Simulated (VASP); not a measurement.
A run of VASP 6.6.1:

Contents of INCAR:

```
SYSTEM = CuAu
PREC = Accurate
ENCUT = 520
EDIFF = 1E-8
ISMEAR = -1
SIGMA = 0.05
LREAL = .False.
LASPH = .True.
NELM = 80
ALGO = Normal
ISIF = 2
LWAVE = .False.
LCHARG = .False.
GGA = PS
LEFG = .True.
NBANDS = 18
```

The input KPOINTS:

```
regular mesh
0
Gamma
  13 13 10
  0 0 0
```

POSCAR

```
CuAu
1.0
    2.7812074875      0.0000000000      0.0000000000
    0.0000000000      2.7812074875      0.0000000000
    0.0000000000      0.0000000000      3.6453683854
Cu Au
1 1
Direct
    0.5000000000      0.5000000000      0.5000000000
    0.0000000000      0.0000000000      0.0000000000
```

Potentials or basis: VASP PAW PBE potentials, release 64 (Cu, Au).

Command:

```bash
$ cat potpaw_PBE.64/Cu/POTCAR potpaw_PBE.64/Au/POTCAR > POTCAR
$ mpirun -np 1 vasp_std > vasp.out
```

Hardware: 1 thread of Intel Xeon 6975P-C (shared host).

Question: Estimate the wall time of this run.

Answer: Run time: 41 s on 1 thread of Intel Xeon 6975P-C (shared host), peak memory 0.22 GiB. Counts: scf iterations 15, k points 168.
